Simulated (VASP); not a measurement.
Set up this calculation in VASP 6.6.1, as the native input.

* Task: single point
* Functional: PBE
* Potentials or basis: VASP PAW PBE potentials, release 64 (Cd, Ge_d, As)
* Cutoff: 520 eV
* k mesh: 6 × 6 × 6
* Occupations: fermi-dirac, width 0.02 eV
* Spin: no spin polarisation
* Dipole correction: no
* Further INCAR settings: ALGO = Normal; EDIFF = 1e-07; NBANDS = 46

The structure of CdGeAs2 lies in POSCAR:

```
CdGeAs2
1.0
   -3.0245051045      3.0245051045      5.7413963135
    3.0245051045     -3.0245051045      5.7413963135
    3.0245051045      3.0245051045     -5.7413963135
Cd Ge As
2 2 4
Direct
    0.2500000000      0.7500000000      0.5000000000
    0.5000000000      0.5000000000      0.0000000000
    0.0000000000      0.0000000000      0.0000000000
    0.7500000000      0.2500000000      0.5000000000
    0.8750000000      0.3482582052      0.9732582052
    0.6517417948      0.6250000000      0.5267417948
    0.3750000000      0.9017417948      0.0267417948
    0.0982582052      0.1250000000      0.4732582052
```

The input as run:

INCAR

```
PREC     = Accurate       # precision mode
ENCUT    = 520            # plane-wave cutoff, eV
EDIFF    = 1E-7           # SCF threshold, eV
ISMEAR   = -1             # smearing method
SIGMA    = 0.02           # smearing width, eV
LREAL    = F              # projectors in reciprocal space
LASPH    = T              # aspherical terms in the spheres
NELM     = 100            # most SCF steps
ALGO     = Normal         # electronic algorithm
ISIF     = 2              # what is computed and relaxed
LWAVE    = F              # write WAVECAR
LCHARG   = F              # write CHGCAR
GGA      = PE             # functional
NBANDS   = 46             # bands
```

KPOINTS

```
regular mesh
0
Gamma
  6 6 6
```

Potentials or basis: VASP PAW PBE potentials, release 64 (Cd, Ge_d, As).

The run is started by

```console
$ cat potpaw_PBE.64/Cd/POTCAR potpaw_PBE.64/Ge_d/POTCAR potpaw_PBE.64/As/POTCAR > POTCAR
$ mpirun -np 1 vasp_std > vasp.out
```

Results of the run:

```yaml
Pressure: 0.2 GPa
Largest_force: 0.008 eV/Å
Band_gap_on_the_k_mesh: 0.18 eV (least direct gap 0.21 eV)
```

Caveat: semilocal functionals underestimate gaps, and a narrow one can read as zero.

Run time: 8.6 min on 1 thread of Intel(R) Xeon(R) Platinum 8259CL CPU @ 2.50GHz (Skylake/Cascade Lake) (shared host), peak memory 0.56 GiB.
